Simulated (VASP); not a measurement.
# RuF2 (R-3m) in VASP: single point with r2SCAN+U

Aim: the single point of RuF2 with r2SCAN+U.

Everything below comes from runs of VASP 6.6.1. Logs are shortened: lines on timing, memory, paths and dates and some standing lists are left out, and cuts for length are marked.

### 1 The cell of the first run

Symmetry: R-3m, No. 166, trigonal system. Conventional cell: a = 2.953 Å, b = 2.953 Å, c = 13.393 Å, α = 90.00°, β = 90.00°, γ = 120.00°. Ru (site symmetry -3m) has 6 F at 2.02 Å within 2.7 Å. Within 2.7 Å of F (site symmetry 3m) lie 3 Ru at 2.02 Å.

### 2 Single point, r2SCAN+U, collinear spin, ferromagnetic start

File POSCAR:

```
RuF2
1.0
    1.4766179400      0.8525257600      4.4643721500
   -1.4766179400      0.8525257600      4.4643721500
    0.0000000000     -1.7050515300      4.4643721500
Ru F
1 2
Direct
    0.0000000000      0.0000000000      0.0000000000
    0.2520000000      0.2520000000      0.2520000000
    0.7480000000      0.7480000000      0.7480000000
```

File INCAR.step1:

```
PREC     = Accurate       # precision mode
ENCUT    = 520            # plane-wave cutoff, eV
ISMEAR   = 0              # smearing method
SIGMA    = 0.05           # smearing width, eV
LREAL    = False          # projectors in reciprocal space
LASPH    = True           # aspherical terms in the spheres
NELM     = 150            # most SCF steps
ISPIN    = 2              # spin polarisation
MAGMOM   = 1 0 0          # initial moments
LMAXMIX  = 4              # l up to which the mixer works
LDAU     = True           # DFT+U
LDAUTYPE = 2            
LDAUL    = 2 -1           # shell
LDAUU    = 4 0            # U, eV
LDAUJ    = 0 0          
NBANDS   = 25             # bands
GGA      = PE             # functional
ALGO     = Normal         # electronic algorithm
EDIFF    = 1E-4           # SCF threshold, eV
LWAVE    = True           # write WAVECAR
LCHARG   = False          # write CHGCAR
```

File INCAR.step2:

```
PREC     = Accurate       # precision mode
ENCUT    = 520            # plane-wave cutoff, eV
EDIFF    = 1E-7           # SCF threshold, eV
ISMEAR   = 0              # smearing method
SIGMA    = 0.05           # smearing width, eV
LREAL    = False          # projectors in reciprocal space
LASPH    = True           # aspherical terms in the spheres
NELM     = 150            # most SCF steps
ALGO     = Normal         # electronic algorithm
ISIF     = 2              # what is computed and relaxed
LWAVE    = False          # write WAVECAR
LCHARG   = True           # write CHGCAR
ISPIN    = 2              # spin polarisation
MAGMOM   = 1 0 0          # initial moments
LORBIT   = 11             # projections on sites
LMAXMIX  = 4              # l up to which the mixer works
LDAU     = True           # DFT+U
LDAUTYPE = 2            
LDAUL    = 2 -1           # shell
LDAUU    = 4 0            # U, eV
LDAUJ    = 0 0          
LDAUPRINT= 1            
METAGGA  = R2SCAN         # meta-GGA
LMIXTAU  = True         
LELF     = True           # ELF
LVHAR    = True         
NBANDS   = 25             # bands
ISTART   = 1
```

File KPOINTS:

```
Automatic mesh
0
Gamma
  7 7 7
```

Potentials or basis: VASP PAW PBE potentials, release 64 (Ru_pv, F).

Launch:

```console
$ cat potpaw_PBE.64/Ru_pv/POTCAR potpaw_PBE.64/F/POTCAR > POTCAR
$ cp INCAR.step1 INCAR
$ mpirun -np 1 vasp_std > vasp.out
$ cp INCAR.step2 INCAR
$ mpirun -np 1 vasp_std > vasp.out
```

OUTCAR:

```text
PREC = Accurate
   ENCUT = 520
   EDIFF = 1E-7
   ISMEAR = 0
   LREAL = False
   LASPH = True
   NELM = 150
   ISIF = 2
   ISPIN = 2
   LORBIT = 11
   METAGGA = R2SCAN
   ISTART = 1

 ion  position               nearest neighbor table
   1  0.000  0.000  0.000-   3 2.02   2 2.02   3 2.02   3 2.02   2 2.02   2 2.02
   2  0.252  0.252  0.252-   1 2.02   1 2.02   1 2.02
   3  0.748  0.748  0.748-   1 2.02   1 2.02   1 2.02

  LATTYP: Found a trigonal (rhomboedric) cell.
 ALAT       =     4.7788931151
 COS(alpha) =     0.8090535270

  Lattice vectors:

 A1 = (   1.4766179400,   0.8525257600,   4.4643721500)
 A2 = (  -1.4766179400,   0.8525257600,   4.4643721500)
 A3 = (   0.0000000000,  -1.7050515300,   4.4643721500)

Analysis of symmetry for initial positions (statically):
=====================================================================
 Subroutine PRICEL returns:
 Original cell was already a primitive cell.

 Routine SETGRP: Setting up the symmetry group for a
 trigonal (rhombohedral) supercell.

 Subroutine GETGRP returns: Found 12 space group operations
 (whereof 12 operations were pure point group operations)
 out of a pool of 12 trial point group operations.

The static configuration has the point symmetry D_3d.

Analysis of symmetry for dynamics (positions and initial velocities):
=====================================================================
 Subroutine PRICEL returns:
 Original cell was already a primitive cell.

 Routine SETGRP: Setting up the symmetry group for a
 trigonal (rhombohedral) supercell.

 Subroutine GETGRP returns: Found 12 space group operations
 (whereof 12 operations were pure point group operations)
 out of a pool of 12 trial point group operations.

The dynamic configuration has the point symmetry D_3d.

Analysis of structural, dynamic, and magnetic symmetry:
=====================================================================
 Subroutine PRICEL returns:
 Original cell was already a primitive cell.

 Routine SETGRP: Setting up the symmetry group for a
 trigonal (rhombohedral) supercell.

 Subroutine GETGRP returns: Found 12 space group operations
 (whereof 12 operations were pure point group operations)
 out of a pool of 12 trial point group operations.

The overall configuration has the point symmetry D_3d.

 Subroutine INISYM returns: Found 12 space group operations
 (whereof 12 operations are pure point group operations),
 and found     1 'primitive' translations

----------------------------------------------------------------------------------------

                                     Primitive cell

  volume of cell :      33.7200

  direct lattice vectors                    reciprocal lattice vectors
     1.476617940  0.852525760  4.464372150     0.338611625  0.195497513  0.074665221
    -1.476617940  0.852525760  4.464372150    -0.338611625  0.195497513  0.074665221
     0.000000000 -1.705051530  4.464372150     0.000000000 -0.390995026  0.074665221

  length of vectors
     4.778893115  4.778893115  4.778893116     0.398060304  0.398060304  0.398060304

  position of ions in fractional coordinates (direct lattice)
     0.000000000  0.000000000  0.000000000
     0.252000000  0.252000000  0.252000000
     0.748000000  0.748000000  0.748000000

  ion indices of the primitive-cell ions
   primitive index   ion index
                 1           1
                 2           2
                 3           3

----------------------------------------------------------------------------------------

 KPOINTS: Automatic mesh

Automatic generation of k-mesh.
 Grid dimensions read from file:
[... 64 lines left out ...]
   NELM   =    150;   NELMIN=  2; NELMDL=  0     # of ELM steps
   EDIFF  = 0.1E-06   stopping-criterion for ELM
   LREAL  =      F    real-space projection
   EDIFFG = 0.1E-05   stopping-criterion for IOM
   NSW    =      0    number of steps for IOM
   IBRION =     -1    ionic relax: 0-MD 1-quasi-New 2-CG
   NFREE  =      0    steps in history (QN), initial steepest desc. (CG)
   ISIF   =      2    stress and relaxation
   ISYM   =      2    0-nonsym 1-usesym 2-fastsym
   POTIM  = 0.5000    time-step for ionic-motion
   TEBEG  =    0.0;   TEEND  =   0.0 temperature during run
   PSTRESS=    0.0 pullay stress
   NELECT =      28.0000    total number of electrons
   NUPDOWN=      -1.0000    fix difference up-down
   EMIN   =  10.00;   EMAX   =-10.00  energy-range for DOS
   EFERMI =   0.00;   METHOD = LEGACY
   ISMEAR =     0;   SIGMA  =   0.05  broadening in eV -4-tet -1-fermi 0-gaus
   EFERMI_NEDOS =   21; number of points for ismear=-14 and -15
   IALGO  =     38    algorithm
   IMIX   =      4    mixing-type and parameters
     AMIX     =   0.40;   BMIX     =  1.00
     AMIX_MAG =   1.60;   BMIX_MAG =  1.00
  volume/ion in A,a.u.               =      11.24        75.85
  Fermi-wavevector in a.u.,A,eV,Ry     =   1.538739  2.907796 32.214772  2.367719
  Thomas-Fermi vector in A             =   2.645066
   LORBIT       =     11    0 simple, 1 ext, 2 COOP (PROOUT), +10 PAW based schemes
 LDA+U is selected, type is set to LDAUTYPE =  2
   angular momentum for each species LDAUL =     2   -1
   U (eV)           for each species LDAUU =   4.0  0.0
   J (eV)           for each species LDAUJ =   0.0  0.0
   METAGGA = R2SCAN    functional components
   LHFCALC =     F    Hartree Fock is set to
   AEXX    =    0.0000 exact exchange contribution
   IVDW    =     0    specifies the selected vdW correction
   LEPSILON=     F    determine dielectric tensor
   LRPA    =     F    only Hartree local field effects (RPA)
 spin polarized calculation
 Gauss-broadening in eV      SIGMA  =   0.05
  energy-cutoff  :      520.00
  volume of cell :       33.72
 maximum number of plane-waves:       931
   NGX = 17   NGY = 17   NGZ = 17

atom =   1  type =  1  l = 2

 onsite density matrix

spin component  1

  0.6718 -0.0000  0.0000 -0.3475 -0.0000
 -0.0000  0.4226 -0.0000 -0.0000 -0.3475
  0.0000 -0.0000  0.9198  0.0000 -0.0000
 -0.3475 -0.0000  0.0000  0.4226 -0.0000
 -0.0000 -0.3475 -0.0000 -0.0000  0.6718

spin component  2

  0.6718 -0.0000  0.0000 -0.3475 -0.0000
 -0.0000  0.4226 -0.0000 -0.0000 -0.3475
  0.0000 -0.0000  0.9198  0.0000 -0.0000
 -0.3475 -0.0000  0.0000  0.4226 -0.0000
 -0.0000 -0.3475 -0.0000 -0.0000  0.6718

 occupancies and eigenvectors

  o =  0.1781  v =  0.0000  0.8178  0.0000  0.0000  0.5755  0.0000  0.0000  0.0000  0.0000  0.0000      0.0000  0.0000  0.0000  0.0000  0.0000  0.0000  0.0000  0.0000  0.0000  0.0000
  o =  0.1781  v =  0.5755  0.0000 -0.0000  0.8178  0.0000  0.0000  0.0000  0.0000  0.0000  0.0000      0.0000  0.0000  0.0000  0.0000  0.0000  0.0000  0.0000  0.0000  0.0000  0.0000
  o =  0.1781  v =  0.0000  0.0000  0.0000  0.0000  0.0000  0.0000  0.8178  0.0000  0.0000  0.5755      0.0000  0.0000  0.0000  0.0000  0.0000  0.0000  0.0000  0.0000  0.0000  0.0000
  o =  0.1781  v =  0.0000  0.0000  0.0000  0.0000  0.0000  0.5755  0.0000 -0.0000  0.8178  0.0000      0.0000  0.0000  0.0000  0.0000  0.0000  0.0000  0.0000  0.0000  0.0000  0.0000
  o =  0.9164  v =  0.0000 -0.5755  0.0000 -0.0000  0.8178  0.0000  0.0000  0.0000  0.0000  0.0000      0.0000  0.0000  0.0000  0.0000  0.0000  0.0000  0.0000  0.0000  0.0000  0.0000
  o =  0.9164  v = -0.8178  0.0000 -0.0000  0.5755  0.0000  0.0000  0.0000  0.0000  0.0000  0.0000      0.0000  0.0000  0.0000  0.0000  0.0000  0.0000  0.0000  0.0000  0.0000  0.0000
  o =  0.9164  v =  0.0000  0.0000  0.0000  0.0000  0.0000  0.0000 -0.5755  0.0000 -0.0000  0.8178      0.0000  0.0000  0.0000  0.0000  0.0000  0.0000  0.0000  0.0000  0.0000  0.0000
  o =  0.9164  v =  0.0000  0.0000  0.0000  0.0000  0.0000 -0.8178  0.0000 -0.0000  0.5755  0.0000      0.0000  0.0000  0.0000  0.0000  0.0000  0.0000  0.0000  0.0000  0.0000  0.0000
  o =  0.9198  v =  0.0000  0.0000  0.0000  0.0000  0.0000  0.0000 -0.0000 -1.0000 -0.0000  0.0000      0.0000  0.0000  0.0000  0.0000  0.0000  0.0000  0.0000  0.0000  0.0000  0.0000
  o =  0.9198  v =  0.0000 -0.0000 -1.0000 -0.0000  0.0000  0.0000  0.0000  0.0000  0.0000  0.0000      0.0000  0.0000  0.0000  0.0000  0.0000  0.0000  0.0000  0.0000  0.0000  0.0000

 number of electron      27.9999999 magnetization      -0.0000000

 Free energy of the ion-electron system (eV)
  ---------------------------------------------------
  ext. energy  EPLUGINS =         0.00000000
  ---------------------------------------------------
  free energy    TOTEN  =       -32.31746084 eV

  energy without entropy =      -32.31746084  energy(sigma->0) =      -32.31746084

 E-fermi :   5.2027     XC(G=0): -11.9151

 val. band max:        4.9016493469   @ k =  -0.1429   0.2857   0.1429
 cond. band min:       8.8497144341   @ k =   0.0000   0.0000   0.0000
 fundamental gap:      3.9480650872
 Fermi energy:         5.2026849213

 spin component 1

 k-point     1 :       0.0000    0.0000    0.0000
  band No.  band energies     occupation
      1     -37.5242      1.00000
      2     -37.4196      1.00000
      3     -37.4196      1.00000
      4     -21.4838      1.00000
      5     -20.5435      1.00000
      6      -3.6666      1.00000
[... 1337 lines left out ...]
     24      27.3178      0.00000
     25      28.1259      0.00000

 [... further k-points ...]
[... 5 lines left out ...]
  --------------------------------------------------------------------------------------
  -------------------------------------------------------------------------------------
  Total        8.5934553      8.5934553      4.4797427      0.0000000     -0.0000000      0.0000000
  in kB      408.3110303    408.3110286    212.8513262      0.0000000     -0.0000002      0.0000000
  external PRESSURE =     343.1577950 kB  Pullay stress =       0.0000000 kB

 VOLUME and BASIS-vectors are now :
 -----------------------------------------------------------------------------
  energy-cutoff  :      520.00
  volume of cell :       33.72
      direct lattice vectors                 reciprocal lattice vectors
     1.476617940  0.852525760  4.464372150     0.338611625  0.195497513  0.074665221
    -1.476617940  0.852525760  4.464372150    -0.338611625  0.195497513  0.074665221
     0.000000000 -1.705051530  4.464372150     0.000000000 -0.390995026  0.074665221

 POSITION                                       TOTAL-FORCE (eV/Angst)
 -----------------------------------------------------------------------------------
      0.00000      0.00000      0.00000         0.000000     -0.000000      0.000000
      0.00000     -0.00000      3.37507         0.000000      0.000000     -1.962451
      0.00000     -0.00000     10.01805         0.000000     -0.000000      1.962451
 -----------------------------------------------------------------------------------
    total drift:                               -0.000000      0.000000     -0.000000

  FREE ENERGIE OF THE ION-ELECTRON SYSTEM (eV)
  ---------------------------------------------------
  free  energy   TOTEN  =       -32.3174608421 eV

  energy  without entropy=      -32.3174608421  energy(sigma->0) =      -32.31746084

 total charge

# of ion       s       p       d       tot
------------------------------------------
    1        0.215   6.197   6.167  12.578
    2        1.741   4.422   0.000   6.164
    3        1.741   4.422   0.000   6.164
--------------------------------------------------
tot          3.698  15.042   6.167  24.906

 magnetization (x)

# of ion       s       p       d       tot
------------------------------------------
    1        0.000  -0.000  -0.000  -0.000
    2        0.000   0.000   0.000   0.000
    3        0.000   0.000   0.000   0.000
--------------------------------------------------
tot          0.000   0.000  -0.000   0.000
```

Wall time 11 min (1 thread of Oxide Virtual Turin-like, shared host); peak memory 0.25 GiB.

What came out:

* Free energy: -32.3175 eV
* Pressure: 34.3 GPa
* Largest force: 1.962 eV/Å
* Band gap on the k mesh: 3.95 eV, indirect (least direct gap 4.27 eV)
* Net moment: 0.00 μB per cell
* Valence electrons inside the program's atomic spheres: Ru 12.58; F 6.16

Forces in eV/Å, atoms in the order of the input:
```
Ru   0.000  0.000  0.000
F    0.000  0.000 -1.962
F    0.000  0.000  1.962
```

Eigenvalues of the final occupation matrices:
```tsv
site	spin	trace	eigenvalues
site 1 d	1	3.11	0.18 0.18 0.92 0.92 0.92
site 1 d	2	3.11	0.18 0.18 0.92 0.92 0.92
```

Caveat: the PAW data sets were made with another functional, which shifts forces and pressure a little. The state reached can hang on the start; a lower one may exist.
